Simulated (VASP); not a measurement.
# Sn3GeO4 (P4mm) in VASP: single point with PBE

Aim: the single point of Sn3GeO4 with PBE.

Program: VASP 6.6.1. These are calculated values, not measurements. Logs are shortened: lines on timing, memory, paths and dates and some standing lists are left out, and cuts for length are marked.

## 1. The cell of the first run

Symmetry: P4mm, No. 99, tetragonal system. Conventional cell: a = 3.811 Å, b = 3.811 Å, c = 9.898 Å, α = 90.00°, β = 90.00°, γ = 90.00°. Within 3.0 Å of Sn (site symmetry 4mm) lie 4 O at 2.24 Å. Sn (site symmetry 4mm) has 4 O at 2.24 Å within 3.0 Å. Sn (site symmetry 4mm) has 4 O at 2.24 Å within 3.0 Å. Within 2.8 Å of Ge (site symmetry 4mm) lie 4 O at 2.14 Å. Within 3.0 Å of O (site symmetry 2mm) lie 4 Sn at 2.24 Å and 4 O at 2.69 Å. O (site symmetry 2mm) has 2 Ge at 2.14 Å and 2 Sn at 2.24 Å and 4 O at 2.69 Å within 2.8 Å.

## 2. Single point, PBE

Contents of INCAR:

```
SYSTEM = Sn3GeO4
PREC     = Accurate       ! precision mode
ENCUT    = 910            ! plane-wave cutoff, eV
EDIFF    = 1E-6           ! SCF threshold, eV
ISMEAR   = 0              ! smearing method
SIGMA    = 0.02           ! smearing width, eV
LREAL    = .FALSE.        ! projectors in reciprocal space
LASPH    = .TRUE.         ! aspherical terms in the spheres
NELM     = 120            ! most SCF steps
ALGO     = Normal         ! electronic algorithm
ISIF     = 2              ! what is computed and relaxed
LWAVE    = .FALSE.        ! write WAVECAR
LCHARG   = .FALSE.        ! write CHGCAR
GGA      = PE             ! functional
NBANDS   = 50             ! bands
GGA_COMPAT= .FALSE.
```

Contents of KPOINTS:

```
regular mesh
0
G
  8 8 4
  0 0 0
```

Contents of POSCAR:

```
Sn3GeO4
1.0
    3.8105635448      0.0000000000      0.0000000000
    0.0000000000      3.8105635448      0.0000000000
    0.0000000000      0.0000000000      9.8978660358
Sn Ge O
3 1 4
Direct
    0.5000000000      0.5000000000      0.1243018444
    0.5000000000      0.5000000000      0.6092243121
    0.0000000000      0.0000000000      0.8857504566
    0.0000000000      0.0000000000      0.3918134065
    0.0000000000      0.5000000000      0.0045116333
    0.0000000000      0.5000000000      0.4899433569
    0.5000000000      0.0000000000      0.0045116333
    0.5000000000      0.0000000000      0.4899433569
```

Potentials or basis: VASP PAW PBE potentials, release 64 (Sn_d, Ge_d, O_h).

Launch:

```sh
$ cat potpaw_PBE.64/Sn_d/POTCAR potpaw_PBE.64/Ge_d/POTCAR potpaw_PBE.64/O_h/POTCAR > POTCAR
$ mpirun -np 1 vasp_std > vasp.out
```

OUTCAR:

```text
SYSTEM = Sn3GeO4
   PREC = Accurate
   ENCUT = 910
   EDIFF = 1E-6
   ISMEAR = 0
   LREAL = .FALSE.
   LASPH = .TRUE.
   NELM = 120
   ISIF = 2
   GGA = PE

 ion  position               nearest neighbor table
   1  0.500  0.500  0.124-   5 2.24   7 2.24   7 2.24   5 2.24   3 3.58   3 3.58   3 3.58   3 3.58

   2  0.500  0.500  0.609-   6 2.24   8 2.24   8 2.24   6 2.24
   3  0.000  0.000  0.886-   5 2.24   7 2.24   5 2.24   7 2.24   1 3.58   1 3.58   1 3.58   1 3.58

   4  0.000  0.000  0.392-   6 2.14   8 2.14   6 2.14   8 2.14
   5  0.000  0.500  0.005-   3 2.24   3 2.24   1 2.24   1 2.24
   6  0.000  0.500  0.490-   4 2.14   4 2.14   2 2.24   2 2.24
   7  0.500  0.000  0.005-   3 2.24   3 2.24   1 2.24   1 2.24
   8  0.500  0.000  0.490-   4 2.14   4 2.14   2 2.24   2 2.24

  LATTYP: Found a simple tetragonal cell.
 ALAT       =     3.8105635448
 C/A-ratio  =     2.5974809026

  Lattice vectors:

 A1 = (   3.8105635448,   0.0000000000,   0.0000000000)
 A2 = (   0.0000000000,   3.8105635448,   0.0000000000)
 A3 = (   0.0000000000,   0.0000000000,   9.8978660358)

Analysis of symmetry for initial positions (statically):
=====================================================================
 Subroutine PRICEL returns:
 Original cell was already a primitive cell.

 Routine SETGRP: Setting up the symmetry group for a
 simple tetragonal supercell.

 Subroutine GETGRP returns: Found  8 space group operations
 (whereof  8 operations were pure point group operations)
 out of a pool of 16 trial point group operations.

The static configuration has the point symmetry C_4v.

Analysis of symmetry for dynamics (positions and initial velocities):
=====================================================================
 Subroutine PRICEL returns:
 Original cell was already a primitive cell.

 Routine SETGRP: Setting up the symmetry group for a
 simple tetragonal supercell.

 Subroutine GETGRP returns: Found  8 space group operations
 (whereof  8 operations were pure point group operations)
 out of a pool of 16 trial point group operations.

The dynamic configuration has the point symmetry C_4v.

 Subroutine INISYM returns: Found  8 space group operations
 (whereof  8 operations are pure point group operations),
 and found     1 'primitive' translations

----------------------------------------------------------------------------------------

                                     Primitive cell

  volume of cell :     143.7209

  direct lattice vectors                    reciprocal lattice vectors
     3.810563545  0.000000000  0.000000000     0.262428375  0.000000000  0.000000000
     0.000000000  3.810563545  0.000000000     0.000000000  0.262428375  0.000000000
     0.000000000  0.000000000  9.897866036     0.000000000  0.000000000  0.101031879

  length of vectors
     3.810563545  3.810563545  9.897866036     0.262428375  0.262428375  0.101031879

  position of ions in fractional coordinates (direct lattice)
     0.500000000  0.500000000  0.124301844
     0.500000000  0.500000000  0.609224312
     0.000000000  0.000000000  0.885750457
     0.000000000  0.000000000  0.391813406
     0.000000000  0.500000000  0.004511633
     0.000000000  0.500000000  0.489943357
     0.500000000  0.000000000  0.004511633
     0.500000000  0.000000000  0.489943357

  ion indices of the primitive-cell ions
   primitive index   ion index
                 1           1
                 2           2
                 3           3
                 4           4
                 5           5
                 6           6
                 7           7
                 8           8

----------------------------------------------------------------------------------------

 KPOINTS: regular mesh

Automatic generation of k-mesh.
 Grid dimensions read from file:
 generate k-points for:    8    8    4

 Generating k-lattice:

  Cartesian coordinates                     Fractional coordinates (reciprocal lattice)
     0.032803547  0.000000000  0.000000000     0.125000000  0.000000000  0.000000000
     0.000000000  0.032803547  0.000000000     0.000000000  0.125000000  0.000000000
     0.000000000  0.000000000  0.025257970     0.000000000  0.000000000  0.250000000

  Length of vectors
     0.032803547  0.032803547  0.025257970

  Shift w.r.t. Gamma in fractional coordinates (k-lattice)
     0.000000000  0.000000000  0.000000000

 Subroutine IBZKPT returns following result:
 ===========================================

 Found     45 irreducible k-points:

 Following reciprocal coordinates:
            Coordinates               Weight
  0.000000  0.000000  0.000000      1.000000
  0.125000  0.000000  0.000000      4.000000
  0.250000  0.000000  0.000000      4.000000
  0.375000  0.000000  0.000000      4.000000
  0.500000  0.000000  0.000000      2.000000
  0.125000  0.125000  0.000000      4.000000
[... 16 lines left out ...]
  0.375000  0.125000  0.250000     16.000000
  0.500000  0.125000  0.250000      8.000000
 [... further k-points ...]
   k-points           NKPTS =     45   k-points in BZ     NKDIM =     45   number of bands    NBANDS=     50
   number of dos      NEDOS =    301   number of ions     NIONS =      8
   total plane-waves  NPLWV = 156800
   dimension x,y,z NGX =    40 NGY =   40 NGZ =   98
   dimension x,y,z NGXF=    80 NGYF=   80 NGZF=  196
   ions per type =               3   1   4
   NGX,Y,Z   is equivalent  to a cutoff of  17.45, 17.45, 16.46 a.u.
   NGXF,Y,Z  is equivalent  to a cutoff of  34.90, 34.90, 32.92 a.u.
 SYSTEM =  Sn3GeO4
   PREC   = accura    normal or accurate (medium, high low for compatibility)
   ISTART =      0    job   : 0-new  1-cont  2-samecut
   ICHARG =      2    charge: 1-file 2-atom 10-const
   ISPIN  =      1    spin polarized calculation?
   LNONCOLLINEAR =      F non collinear calculations
   LSORBIT =      F    spin-orbit coupling
   LASPH  =      T    aspherical Exc in radial PAW
   ENCUT  =  910.0 eV  66.88 Ry    8.18 a.u.   9.37  9.37 24.35*2*pi/ulx,y,z
   NELM   =    120;   NELMIN=  2; NELMDL= -5     # of ELM steps
   EDIFF  = 0.1E-05   stopping-criterion for ELM
   LREAL  =      F    real-space projection
   EDIFFG = 0.1E-04   stopping-criterion for IOM
   NSW    =      0    number of steps for IOM
   IBRION =     -1    ionic relax: 0-MD 1-quasi-New 2-CG
   NFREE  =      0    steps in history (QN), initial steepest desc. (CG)
   ISIF   =      2    stress and relaxation
   ISYM   =      2    0-nonsym 1-usesym 2-fastsym
   POTIM  = 0.5000    time-step for ionic-motion
   TEBEG  =    0.0;   TEEND  =   0.0 temperature during run
   PSTRESS=    0.0 pullay stress
   NELECT =      80.0000    total number of electrons
   NUPDOWN=      -1.0000    fix difference up-down
   EMIN   =  10.00;   EMAX   =-10.00  energy-range for DOS
   EFERMI =   0.00;   METHOD = LEGACY
   ISMEAR =     0;   SIGMA  =   0.02  broadening in eV -4-tet -1-fermi 0-gaus
   EFERMI_NEDOS =   21; number of points for ismear=-14 and -15
   IALGO  =     38    algorithm
   IMIX   =      4    mixing-type and parameters
     AMIX     =   0.40;   BMIX     =  1.00
     AMIX_MAG =   1.60;   BMIX_MAG =  1.00
  volume/ion in A,a.u.               =      17.97       121.23
  Fermi-wavevector in a.u.,A,eV,Ry     =   1.346681  2.544859 24.674853  1.813551
  Thomas-Fermi vector in A             =   2.474493
   LORBIT       =      0    0 simple, 1 ext, 2 COOP (PROOUT), +10 PAW based schemes
   GGA     = PE    functional components
   LHFCALC =     F    Hartree Fock is set to
   AEXX    =    0.0000 exact exchange contribution
   IVDW    =     0    specifies the selected vdW correction
   LEPSILON=     F    determine dielectric tensor
   LRPA    =     F    only Hartree local field effects (RPA)
 non-spin polarized calculation
 Gauss-broadening in eV      SIGMA  =   0.02
  energy-cutoff  :      910.00
  volume of cell :      143.72
 maximum number of plane-waves:      8990
 NGX is ok and might be reduce to    40
   NGX = 19   NGY = 19   NGZ = 49

 number of electron      79.9999994 magnetization

 Free energy of the ion-electron system (eV)
  ---------------------------------------------------
  ext. energy  EPLUGINS =         0.00000000
  ---------------------------------------------------
  free energy    TOTEN  =       -45.63464587 eV

  energy without entropy =      -45.63464587  energy(sigma->0) =      -45.63464587

 E-fermi :   5.9882     XC(G=0):  -9.9372

 val. band max:        5.8388869608   @ k =   0.1250   0.1250   0.0000
 cond. band min:       6.6448702352   @ k =   0.5000   0.5000   0.0000
 fundamental gap:      0.8059832744
 Fermi energy:         5.9882143116

 k-point     1 :       0.0000    0.0000    0.0000
  band No.  band energies     occupation
      1     -18.8269      2.00000
      2     -18.7659      2.00000
      3     -18.7564      2.00000
      4     -18.7564      2.00000
      5     -18.7439      2.00000
      6     -15.6840      2.00000
[... 42 lines left out ...]
     49      11.6132      0.00000
     50      11.6132      0.00000

 k-point     2 :       0.1250    0.0000    0.0000
  band No.  band energies     occupation
      1     -18.8240      2.00000
      2     -18.7663      2.00000
      3     -18.7595      2.00000
      4     -18.7563      2.00000
      5     -18.7426      2.00000
      6     -15.6771      2.00000
[... 42 lines left out ...]
     49      11.2481      0.00000
     50      11.7041      0.00000

 k-point     3 :       0.2500    0.0000    0.0000
  band No.  band energies     occupation
      1     -18.8167      2.00000
      2     -18.7675      2.00000
      3     -18.7667      2.00000
      4     -18.7561      2.00000
      5     -18.7400      2.00000
      6     -15.6581      2.00000
[... 42 lines left out ...]
     49      11.8476      0.00000
     50      11.9326      0.00000

 k-point     4 :       0.3750    0.0000    0.0000
  band No.  band energies     occupation
      1     -18.8082      2.00000
      2     -18.7749      2.00000
      3     -18.7686      2.00000
      4     -18.7560      2.00000
      5     -18.7375      2.00000
      6     -15.6264      2.00000
[... 999 lines left out ...]
 k-point    23 :       0.3750    0.1250    0.2500
  band No.  band energies     occupation
      1     -18.8052      2.00000
      2     -18.7747      2.00000
      3     -18.7691      2.00000
      4     -18.7580      2.00000
      5     -18.7371      2.00000
      6     -15.6269      2.00000
[... 42 lines left out ...]
     49      12.0060      0.00000
     50      12.1952      0.00000

 k-point    24 :       0.5000    0.1250    0.2500
  band No.  band energies     occupation
      1     -18.8006      2.00000
      2     -18.7791      2.00000
      3     -18.7696      2.00000
      4     -18.7578      2.00000
      5     -18.7361      2.00000
      6     -15.5812      2.00000
[... 42 lines left out ...]
     49      12.0968      0.00000
     50      12.5751      0.00000

 [... further k-points ...]
[... 5 lines left out ...]
  --------------------------------------------------------------------------------------
  -------------------------------------------------------------------------------------
  Total        0.0375591      0.0375591      0.0475350      0.0000000      0.0000000      0.0000000
  in kB        0.4187022      0.4187022      0.5299120      0.0000000      0.0000000      0.0000000
  external PRESSURE =       0.4557722 kB  Pullay stress =       0.0000000 kB

 VOLUME and BASIS-vectors are now :
 -----------------------------------------------------------------------------
  energy-cutoff  :      910.00
  volume of cell :      143.72
      direct lattice vectors                 reciprocal lattice vectors
     3.810563545  0.000000000  0.000000000     0.262428375  0.000000000  0.000000000
     0.000000000  3.810563545  0.000000000     0.000000000  0.262428375  0.000000000
     0.000000000  0.000000000  9.897866036     0.000000000  0.000000000  0.101031879

 POSITION                                       TOTAL-FORCE (eV/Angst)
 -----------------------------------------------------------------------------------
      1.90528      1.90528      1.23032         0.000000     -0.000000      0.072760
      1.90528      1.90528      6.03002         0.000000     -0.000000      0.065461
      0.00000      0.00000      8.76704         0.000000      0.000000     -0.075874
      0.00000      0.00000      3.87812         0.000000      0.000000     -0.051860
      0.00000      1.90528      0.04466         0.000000      0.000000      0.002266
      0.00000      1.90528      4.84939         0.000000      0.000000     -0.007510
      1.90528      0.00000      0.04466         0.000000      0.000000      0.002266
      1.90528      0.00000      4.84939        -0.000000      0.000000     -0.007510
 -----------------------------------------------------------------------------------
    total drift:                               -0.000000      0.000000     -0.000003

  FREE ENERGIE OF THE ION-ELECTRON SYSTEM (eV)
  ---------------------------------------------------
  free  energy   TOTEN  =       -45.6346458684 eV

  energy  without entropy=      -45.6346458684  energy(sigma->0) =      -45.63464587
```

Run time: 7.7 min. Hardware: 1 thread of Intel Xeon 6975P-C (Granite Rapids), shared host; peak memory 0.81 GiB.

What came out:

```
Free energy            : -45.6346 eV
Pressure               : 0.0 GPa
Largest force          : 0.076 eV/Å
Band gap on the k mesh : 0.81 eV (least direct gap 1.63 eV)
```

Forces on the atoms (eV/Å):
```
Sn   0.000  0.000  0.073
Sn   0.000  0.000  0.065
Sn   0.000  0.000 -0.076
Ge   0.000  0.000 -0.052
O    0.000  0.000  0.002
O    0.000  0.000 -0.008
O    0.000  0.000  0.002
O    0.000  0.000 -0.008
```

Caveat: the cutoff is under 1.25 times the usual one of these potentials, so pressure, stress and relaxed cells hold a basis-set (Pulay) error; spin-orbit coupling is left out, which moves the levels of the heavy elements.
